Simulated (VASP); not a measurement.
# AlNi2 (P-3m1) in VASP: a series of runs

Runs on AlNi2. Level: PBEsol. Tasks: single point.

Everything below comes from runs of VASP 6.6.1. Logs are shortened: lines on timing, memory, paths and dates and some standing lists are left out, and cuts for length are marked.

## 1. The cell of the first run

Symmetry: P-3m1, No. 164, trigonal system. The conventional cell has a = 3.895 Å, b = 3.895 Å, c = 4.802 Å, α = 90.00°, β = 90.00°, γ = 120.00°. Within 3.1 Å of Al (site symmetry 3m) lie 11 Ni at 2.32 to 2.69 Å and 3 Al at 2.90 Å. Ni (site symmetry 3m) has 5 Al at 2.32 to 2.42 Å and 9 Ni at 2.42 to 2.88 Å within 3.1 Å. Ni (site symmetry -3m) has 8 Ni at 2.40 to 2.42 Å and 6 Al at 2.69 Å within 3.2 Å. Ni (site symmetry -3m) has 8 Ni at 2.40 to 2.71 Å and 6 Al at 2.43 Å within 3.2 Å.

## 2. Single point, PBEsol (10.52 Å³/atom)

File INCAR:

```
SYSTEM = AlNi2
PREC = Accurate
ENCUT = 520
EDIFF = 1E-6
ISMEAR = 0
SIGMA = 0.1
LREAL = .FALSE.
LASPH = .TRUE.
NELM = 60
ALGO = Fast
ISIF = 2
LWAVE = .FALSE.
LCHARG = .FALSE.
GGA = PS
NBANDS = 32
```

File KPOINTS:

```
regular mesh
0
G
  12 12 8
  0 0 0
```

File POSCAR:

```
AlNi2
1.0
    3.8951553239      0.0000000000      0.0000000000
   -1.9475776619      3.3733034621      0.0000000000
    0.0000000000      0.0000000000      4.8024400845
Al Ni
2 4
Direct
    0.3333333333      0.6666666667      0.1908702405
    0.6666666667      0.3333333333      0.8091297595
    0.3333333333      0.6666666667      0.6865098778
    0.6666666667      0.3333333333      0.3134901222
    0.0000000000      0.0000000000      0.5000000000
    0.0000000000      0.0000000000      0.0000000000
```

Potentials or basis: VASP PAW PBE potentials, release 64 (Al, Ni).

On the command line:

```
$ cat potpaw_PBE.64/Al/POTCAR potpaw_PBE.64/Ni/POTCAR > POTCAR
$ mpirun -np 1 vasp_std > vasp.out
```

OUTCAR:

```text
SYSTEM = AlNi2
   PREC = Accurate
   ENCUT = 520
   EDIFF = 1E-6
   ISMEAR = 0
   LREAL = .FALSE.
   LASPH = .TRUE.
   NELM = 60
   ISIF = 2
   GGA = PS

 ion  position               nearest neighbor table
   1  0.333  0.667  0.191-   4 2.32   4 2.32   4 2.32   3 2.38   3 2.42   6 2.43   6 2.43   6 2.43
                             5 2.69   5 2.69   5 2.69   2 2.90   2 2.90   2 2.90
   2  0.667  0.333  0.809-   3 2.32   3 2.32   3 2.32   4 2.38   4 2.42   6 2.43   6 2.43   6 2.43
                             5 2.69   5 2.69   5 2.69   1 2.90   1 2.90   1 2.90
   3  0.333  0.667  0.687-   2 2.32   2 2.32   2 2.32   1 2.38   5 2.42   5 2.42   5 2.42   1 2.42
                             6 2.71   6 2.71   6 2.71   4 2.88   4 2.88   4 2.88
   4  0.667  0.333  0.313-   1 2.32   1 2.32   1 2.32   2 2.38   5 2.42   5 2.42   5 2.42   2 2.42
                             6 2.71   6 2.71   6 2.71   3 2.88   3 2.88   3 2.88
   5  0.000  0.000  0.500-   6 2.40   6 2.40   3 2.42   4 2.42   3 2.42   4 2.42   4 2.42   3 2.42
                             1 2.69   2 2.69   1 2.69   2 2.69   1 2.69   2 2.69
   6  0.000  0.000  0.000-   5 2.40   5 2.40   1 2.43   2 2.43   1 2.43   2 2.43   2 2.43   1 2.43
                             3 2.71   4 2.71   4 2.71   3 2.71   4 2.71   3 2.71

  LATTYP: Found a hexagonal cell.
 ALAT       =     3.8951553239
 C/A-ratio  =     1.2329264651

  Lattice vectors:

 A1 = (   3.8951553239,   0.0000000000,   0.0000000000)
 A2 = (  -1.9475776619,   3.3733034621,   0.0000000000)
 A3 = (   0.0000000000,   0.0000000000,   4.8024400845)

Analysis of symmetry for initial positions (statically):
=====================================================================
 Subroutine PRICEL returns:
 Original cell was already a primitive cell.

 Routine SETGRP: Setting up the symmetry group for a
 hexagonal supercell.

 Subroutine GETGRP returns: Found 12 space group operations
 (whereof 12 operations were pure point group operations)
 out of a pool of 24 trial point group operations.

The static configuration has the point symmetry D_3d.

Analysis of symmetry for dynamics (positions and initial velocities):
=====================================================================
 Subroutine PRICEL returns:
 Original cell was already a primitive cell.

 Routine SETGRP: Setting up the symmetry group for a
 hexagonal supercell.

 Subroutine GETGRP returns: Found 12 space group operations
 (whereof 12 operations were pure point group operations)
 out of a pool of 24 trial point group operations.

The dynamic configuration has the point symmetry D_3d.

 Subroutine INISYM returns: Found 12 space group operations
 (whereof 12 operations are pure point group operations),
 and found     1 'primitive' translations

----------------------------------------------------------------------------------------

                                     Primitive cell

  volume of cell :      63.1019

  direct lattice vectors                    reciprocal lattice vectors
     3.895155324  0.000000000  0.000000000     0.256729172  0.148222656  0.000000000
    -1.947577662  3.373303462  0.000000000     0.000000000  0.296445313  0.000000000
     0.000000000  0.000000000  4.802440084     0.000000000  0.000000000  0.208227481

  length of vectors
     3.895155324  3.895155324  4.802440084     0.296445313  0.296445313  0.208227481

  position of ions in fractional coordinates (direct lattice)
     0.333333333  0.666666667  0.190870240
     0.666666667  0.333333333  0.809129760
     0.333333333  0.666666667  0.686509878
     0.666666667  0.333333333  0.313490122
     0.000000000  0.000000000  0.500000000
     0.000000000  0.000000000  0.000000000

  ion indices of the primitive-cell ions
   primitive index   ion index
                 1           1
                 2           2
                 3           3
                 4           4
                 5           5
                 6           6

----------------------------------------------------------------------------------------

 KPOINTS: regular mesh

Automatic generation of k-mesh.
 Grid dimensions read from file:
 generate k-points for:   12   12    8

 Generating k-lattice:

  Cartesian coordinates                     Fractional coordinates (reciprocal lattice)
     0.021394098  0.012351888  0.000000000     0.083333333  0.000000000  0.000000000
     0.000000000  0.024703776  0.000000000     0.000000000  0.083333333  0.000000000
     0.000000000  0.000000000  0.026028435     0.000000000  0.000000000  0.125000000

  Length of vectors
     0.024703776  0.024703776  0.026028435

  Shift w.r.t. Gamma in fractional coordinates (k-lattice)
     0.000000000  0.000000000  0.000000000

 Subroutine IBZKPT returns following result:
 ===========================================

 Found    131 irreducible k-points:

 Following reciprocal coordinates:
            Coordinates               Weight
  0.000000  0.000000  0.000000      1.000000
  0.083333  0.000000  0.000000      6.000000
  0.166667  0.000000  0.000000      6.000000
  0.250000  0.000000  0.000000      6.000000
  0.333333  0.000000  0.000000      6.000000
  0.416667  0.000000  0.000000      6.000000
[... 16 lines left out ...]
  0.166667  0.000000  0.125000      6.000000
  0.000000  0.166667  0.125000      6.000000
 [... further k-points ...]
   k-points           NKPTS =    131   k-points in BZ     NKDIM =    131   number of bands    NBANDS=     32
   number of dos      NEDOS =    301   number of ions     NIONS =      6
   total plane-waves  NPLWV =  32400
   dimension x,y,z NGX =    30 NGY =   30 NGZ =   36
   dimension x,y,z NGXF=    60 NGYF=   60 NGZF=   72
   ions per type =               2   4
   NGX,Y,Z   is equivalent  to a cutoff of  12.80, 12.80, 12.46 a.u.
   NGXF,Y,Z  is equivalent  to a cutoff of  25.61, 25.61, 24.92 a.u.
 SYSTEM =  AlNi2
   PREC   = accura    normal or accurate (medium, high low for compatibility)
   ISTART =      0    job   : 0-new  1-cont  2-samecut
   ICHARG =      2    charge: 1-file 2-atom 10-const
   ISPIN  =      1    spin polarized calculation?
   LNONCOLLINEAR =      F non collinear calculations
   LSORBIT =      F    spin-orbit coupling
   LASPH  =      T    aspherical Exc in radial PAW
   ENCUT  =  520.0 eV  38.22 Ry    6.18 a.u.   7.24  7.24  8.93*2*pi/ulx,y,z
   NELM   =     60;   NELMIN=  2; NELMDL= -5     # of ELM steps
   EDIFF  = 0.1E-05   stopping-criterion for ELM
   LREAL  =      F    real-space projection
   EDIFFG = 0.1E-04   stopping-criterion for IOM
   NSW    =      0    number of steps for IOM
   IBRION =     -1    ionic relax: 0-MD 1-quasi-New 2-CG
   NFREE  =      0    steps in history (QN), initial steepest desc. (CG)
   ISIF   =      2    stress and relaxation
   ISYM   =      2    0-nonsym 1-usesym 2-fastsym
   POTIM  = 0.5000    time-step for ionic-motion
   TEBEG  =    0.0;   TEEND  =   0.0 temperature during run
   PSTRESS=    0.0 pullay stress
   NELECT =      46.0000    total number of electrons
   NUPDOWN=      -1.0000    fix difference up-down
   EMIN   =  10.00;   EMAX   =-10.00  energy-range for DOS
   EFERMI =   0.00;   METHOD = LEGACY
   ISMEAR =     0;   SIGMA  =   0.10  broadening in eV -4-tet -1-fermi 0-gaus
   EFERMI_NEDOS =   21; number of points for ismear=-14 and -15
   IALGO  =     68    algorithm
   IMIX   =      4    mixing-type and parameters
     AMIX     =   0.40;   BMIX     =  1.00
     AMIX_MAG =   1.60;   BMIX_MAG =  1.00
  volume/ion in A,a.u.               =      10.52        70.97
  Fermi-wavevector in a.u.,A,eV,Ry     =   1.473375  2.784276 29.536001  2.170835
  Thomas-Fermi vector in A             =   2.588276
   LORBIT       =      0    0 simple, 1 ext, 2 COOP (PROOUT), +10 PAW based schemes
   GGA     = PS    functional components
   LHFCALC =     F    Hartree Fock is set to
   AEXX    =    0.0000 exact exchange contribution
   IVDW    =     0    specifies the selected vdW correction
   LEPSILON=     F    determine dielectric tensor
   LRPA    =     F    only Hartree local field effects (RPA)
 non-spin polarized calculation
 RMM-DIIS sequential band-by-band and
 Gauss-broadening in eV      SIGMA  =   0.10
  energy-cutoff  :      520.00
  volume of cell :       63.10
 maximum number of plane-waves:      1727
 NGX is ok and might be reduce to    30
   NGX = 15   NGY = 15   NGZ = 17

 number of electron      46.0000023 magnetization

 Free energy of the ion-electron system (eV)
  ---------------------------------------------------
  ext. energy  EPLUGINS =         0.00000000
  ---------------------------------------------------
  free energy    TOTEN  =       -35.66211647 eV

  energy without entropy =      -35.64935034  energy(sigma->0) =      -35.65573341

 E-fermi :  10.8316     XC(G=0): -13.0732

 val. band max:       10.8301568957   @ k =   0.2500   0.1667   0.2500
 cond. band min:      10.8450636850   @ k =   0.1667   0.1667   0.1250
 fundamental gap:      0.0149067893
 Fermi energy:        10.8316084567

 k-point     1 :       0.0000    0.0000    0.0000
  band No.  band energies     occupation
      1      -0.2397      2.00000
      2       5.2896      2.00000
      3       5.4123      2.00000
      4       6.6711      2.00000
      5       6.6711      2.00000
      6       7.1665      2.00000
[... 24 lines left out ...]
     31      17.9521      0.00000
     32      18.2139      0.00000

 k-point     2 :       0.0833    0.0000    0.0000
  band No.  band energies     occupation
      1      -0.1451      2.00000
      2       5.2856      2.00000
      3       5.4718      2.00000
      4       6.6953      2.00000
      5       6.7103      2.00000
      6       7.1355      2.00000
[... 24 lines left out ...]
     31      17.9016      0.00000
     32      18.6794      0.00000
[... 733 lines left out ...]
     31      18.2341      0.00000
     32      18.9727      0.00000

 k-point    24 :       0.0000    0.1667    0.1250
  band No.  band energies     occupation
      1       0.2383      2.00000
      2       4.6052      2.00000
      3       5.8961      2.00000
      4       6.7403      2.00000
      5       6.8695      2.00000
      6       7.1034      2.00000
[... 24 lines left out ...]
     31      17.9485      0.00000
     32      18.3081      0.00000

 [... further k-points ...]
[... 5 lines left out ...]
  --------------------------------------------------------------------------------------
  -------------------------------------------------------------------------------------
  Total        5.4072631      5.4072631      5.4016524      0.0000000      0.0000000      0.0000000
  in kB      137.2922235    137.2922234    137.1497640      0.0000000      0.0000000      0.0000000
  external PRESSURE =     137.2447370 kB  Pullay stress =       0.0000000 kB

 VOLUME and BASIS-vectors are now :
 -----------------------------------------------------------------------------
  energy-cutoff  :      520.00
  volume of cell :       63.10
      direct lattice vectors                 reciprocal lattice vectors
     3.895155324  0.000000000  0.000000000     0.256729172  0.148222656  0.000000000
    -1.947577662  3.373303462  0.000000000     0.000000000  0.296445313  0.000000000
     0.000000000  0.000000000  4.802440084     0.000000000  0.000000000  0.208227481

 POSITION                                       TOTAL-FORCE (eV/Angst)
 -----------------------------------------------------------------------------------
     -0.00000      2.24887      0.91664        -0.000000      0.000000      0.008868
      1.94758      1.12443      3.88580        -0.000000     -0.000000     -0.008868
     -0.00000      2.24887      3.29692         0.000000     -0.000000     -0.018322
      1.94758      1.12443      1.50552        -0.000000      0.000000      0.018322
      0.00000      0.00000      2.40122         0.000000      0.000000      0.000000
      0.00000      0.00000      0.00000         0.000000      0.000000      0.000000
 -----------------------------------------------------------------------------------
    total drift:                               -0.000000      0.000000      0.000000

  FREE ENERGIE OF THE ION-ELECTRON SYSTEM (eV)
  ---------------------------------------------------
  free  energy   TOTEN  =       -35.6621164700 eV

  energy  without entropy=      -35.6493503432  energy(sigma->0) =      -35.65573341
```

Wall time 2.2 min (1 thread of Intel Xeon 6975P-C (Granite Rapids), shared host); peak memory 0.32 GiB.

What came out:

| Property | Result |
| --- | --- |
| Free energy | -35.6621 eV |
| Pressure | 13.7 GPa |
| Largest force | 0.018 eV/Å |
| Band gap on the k mesh | zero (bands 23 and 24 overlap by 4.36 eV) |

Forces in eV/Å, atoms in the order of the input:
```
Al   0.000  0.000  0.009
Al   0.000  0.000 -0.009
Ni   0.000  0.000 -0.018
Ni   0.000  0.000  0.018
Ni   0.000  0.000  0.000
Ni   0.000  0.000  0.000
```

Caveat: the cell stands under pressure; the PAW data sets were made with another functional, which shifts forces and pressure a little. Spin polarisation is off, so any magnetic state and its effect on volume and gap are missing.

## 3. Single point, PBEsol (10.85 Å³/atom)

This run uses another cell than the first one, of 10.85 Å³/atom.

File INCAR:

```
SYSTEM = AlNi2
PREC     = Accurate       ! precision mode
ENCUT    = 520            ! plane-wave cutoff, eV
EDIFF    = 1E-7           ! SCF threshold, eV
ISMEAR   = 0              ! smearing method
SIGMA    = 0.1            ! smearing width, eV
LREAL    = .False.        ! projectors in reciprocal space
LASPH    = .True.         ! aspherical terms in the spheres
NELM     = 100            ! most SCF steps
ALGO     = Fast           ! electronic algorithm
ISIF     = 2              ! what is computed and relaxed
LWAVE    = .False.        ! write WAVECAR
LCHARG   = .True.         ! write CHGCAR
GGA      = PS             ! functional
LELF     = .True.         ! ELF
LVHAR    = .True.       
NBANDS   = 32             ! bands
```

File KPOINTS:

```
Automatic mesh
0
Gamma
  12 12 8
  0 0 0
```

File POSCAR:

```
AlNi2
1.0
    3.9355621154      0.0000000000      0.0000000000
   -1.9677810577      3.4082967701      0.0000000000
    0.0000000000      0.0000000000      4.8544703634
Al Ni
2 4
Direct
    0.3333333333      0.6666666667      0.1917682821
    0.6666666667      0.3333333333      0.8082317179
    0.3333333333      0.6666666667      0.6871351210
    0.6666666667      0.3333333333      0.3128648790
    0.0000000000      0.0000000000      0.5000000000
    0.0000000000      0.0000000000      0.0000000000
```

Potentials or basis: VASP PAW PBE potentials, release 64 (Al, Ni).

On the command line:

```
$ cat potpaw_PBE.64/Al/POTCAR potpaw_PBE.64/Ni/POTCAR > POTCAR
$ mpirun -np 1 vasp_std > vasp.out
```

It took 2.5 min on 1 thread of Intel Xeon 6975P-C (Granite Rapids), shared host; peak memory 0.33 GiB.

The run converged. Its results:

```
Free energy            : -35.7858 eV
Pressure               : 6.3 GPa
Largest force          : 0.018 eV/Å
Band gap on the k mesh : zero (bands 23 and 24 overlap by 4.31 eV)
```

Forces in eV/Å, atoms in the order of the input:
```
Al   0.000  0.000  0.006
Al   0.000  0.000 -0.006
Ni   0.000  0.000 -0.018
Ni   0.000  0.000  0.018
Ni   0.000  0.000  0.000
Ni   0.000  0.000  0.000
```

Levels at points of the mesh, in eV from the Fermi level:
| k point | band 19 | band 20 | band 21 | band 22 | band 23 | band 24 | band 25 | band 26 | band 27 | band 28 |
| --- | --- | --- | --- | --- | --- | --- | --- | --- | --- | --- |
| (0.00, 0.00, 0.00) | -0.68 | -0.68 | -0.55 | -0.55 | 0.73 | 3.20 | 3.20 | 3.96 | 3.96 | 5.09 |
| (0.50, 0.00, 0.00) | -1.03 | -0.83 | -0.77 | -0.66 | -0.57 | -0.32 | 0.99 | 1.87 | 3.52 | 4.04 |
| (0.00, 0.00, 0.50) | -0.76 | -0.76 | -0.72 | -0.72 | 3.94 | 4.07 | 4.07 | 4.34 | 4.34 | 5.29 |
| (0.50, 0.00, 0.50) | -1.24 | -1.01 | -0.84 | -0.66 | -0.39 | -0.27 | 1.74 | 1.87 | 3.50 | 4.97 |

Caveat: the cell stands under pressure; the PAW data sets were made with another functional, which shifts forces and pressure a little. Spin polarisation is off, so any magnetic state and its effect on volume and gap are missing.

## 4. Single point, PBEsol (11.52 Å³/atom)

This run uses another cell than the first one, of 11.52 Å³/atom.

File INCAR:

```
SYSTEM = AlNi2
ALGO = Fast
EDIFF = 1E-6
ENCUT = 520
GGA = PS
ISIF = 2
ISMEAR = 0
LASPH = .True.
LCHARG = .False.
LREAL = .False.
LWAVE = .False.
NBANDS = 32
NELM = 60
PREC = Accurate
SIGMA = 0.1
```

File KPOINTS:

```
k-points
0
Gamma
  12 12 8
  0 0 0
```

File POSCAR:

```
AlNi2
1.0
    4.0133391139      0.0000000000      0.0000000000
   -2.0066695569      3.4756536267      0.0000000000
    0.0000000000      0.0000000000      4.9568887468
Al Ni
2 4
Direct
    0.3333333333      0.6666666667      0.1934965900
    0.6666666667      0.3333333333      0.8065034100
    0.3333333333      0.6666666667      0.6880412389
    0.6666666667      0.3333333333      0.3119587611
    0.0000000000      0.0000000000      0.5000000000
    0.0000000000      0.0000000000      0.0000000000
```

On the command line:

```
$ cat potpaw_PBE.64/Al/POTCAR potpaw_PBE.64/Ni/POTCAR > POTCAR
$ mpirun -np 1 vasp_std > vasp.out
```

It took 2.5 min on 1 thread of Intel Xeon 6975P-C (Granite Rapids), shared host; peak memory 0.35 GiB.

It converged, with:

```
Free energy            : -35.7932 eV
Pressure               : -5.1 GPa
Largest force          : 0.003 eV/Å
Band gap on the k mesh : zero (bands 23 and 24 overlap by 4.21 eV)
```

Forces on the atoms (eV/Å):
```
Al   0.000  0.000  0.002
Al   0.000  0.000 -0.002
Ni   0.000  0.000 -0.003
Ni   0.000  0.000  0.003
Ni   0.000  0.000  0.000
Ni   0.000  0.000  0.000
```

Levels at points of the mesh, in eV from the Fermi level:
```
           k point  band 20  band 21  band 22  band 23  band 24  band 25  band 26  band 27
(0.00, 0.00, 0.00)    -0.63    -0.51    -0.51     0.67     3.13     3.13     3.77     3.77
(0.50, 0.00, 0.00)    -0.77    -0.71    -0.61    -0.52    -0.30     0.90     1.76     3.30
(0.00, 0.00, 0.50)    -0.70    -0.66    -0.66     3.87     4.00     4.00     4.19     4.19
(0.50, 0.00, 0.50)    -0.93    -0.78    -0.62    -0.37    -0.26     1.68     1.79     3.30
```

Caveat: the cell stands under tension; the PAW data sets were made with another functional, which shifts forces and pressure a little. Spin polarisation is off, so any magnetic state and its effect on volume and gap are missing.

[end of part 1 of 2]
